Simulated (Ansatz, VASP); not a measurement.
## Ta3S in VASP and in Ansatz

```
CELL_PARAMETERS angstrom
4.08803 0.00000 0.00000
0.00000 4.08803 0.00000
0.00000 0.00000 4.08803
ATOMIC_POSITIONS crystal
Ta 0.00000 0.50000 0.50000
Ta 0.50000 0.00000 0.50000
Ta 0.50000 0.50000 0.00000
S 0.00000 0.00000 0.00000
```

Alike in both runs: functional PBE; k mesh 12 × 12 × 12; occupations gaussian, width 0.1 eV; no spin polarisation.

Ansatz relaxed the structure, and its values are those at the end. VASP's run is a single point on that final structure, the one shown.

```csv
,VASP,Ansatz
version,VASP 6.6.1,Ansatz 0.2.0
potentials or method,"VASP PAW PBE potentials, release 64 (Ta_pv, S), cutoff 520 eV","scalar-relativistic, plane waves, PAW"
valence electrons in the cell,39,45
```

Ansatz gave:

| Property | Result |
| --- | --- |
| gap on the k mesh at the Fermi level (eV) | none |
| pressure (GPa) | 0.0 |

Question: Which values does VASP return?

Answer: gap on the k mesh at the Fermi level (eV): none; pressure (GPa): 0.2.

A gap of «none» marks a metal or a gap that the smearing closes. VASP's potentials hold 39 valence electrons a cell and Ansatz's 45, so a difference there can come from the potentials and not from the codes.

Neither program's run includes spin-orbit coupling.
